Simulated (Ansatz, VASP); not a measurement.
**One calculation of TiAl, two programs**

```xyz
2
Lattice="3.0405 0.0000 0.0000 0.0000 3.0405 0.0000 0.0000 0.0000 3.1564" Properties=species:S:1:pos:R:3 pbc="T T T"
Ti    0.0000    0.0000    0.0000
Al    1.5203    1.5203    1.5782
```

Change from the starting cell: normal strain along x -0.0367, normal strain along y -0.0367.

Alike in both runs: task single point; functional PBEsol; k mesh 14 × 14 × 14; occupations gaussian, width 0.15 eV; no spin polarisation.

|  | VASP | Ansatz |
| --- | --- | --- |
| version | VASP 6.6.1 | Ansatz 0.2.0 |
| potentials or method | VASP PAW PBE potentials, release 64 (Ti_sv, Al), cutoff 520 eV | scalar-relativistic, plane waves, PAW |
| valence electrons in the cell | 15 | 15 |

```tsv
	VASP	Ansatz	Ansatz less VASP
gap on the k mesh at the Fermi level (eV)	none	none	-
pressure (GPa)	10.3	10.3	-0.04
traceless stress, the component that is largest in VASP (GPa)	1.91	1.91	+0.003
```

VASP's potentials were made for PBE, not for PBEsol. A gap of «none» marks a metal or a gap that the smearing closes. The functional is the same, so the differences come from potentials, cutoffs and numerics.
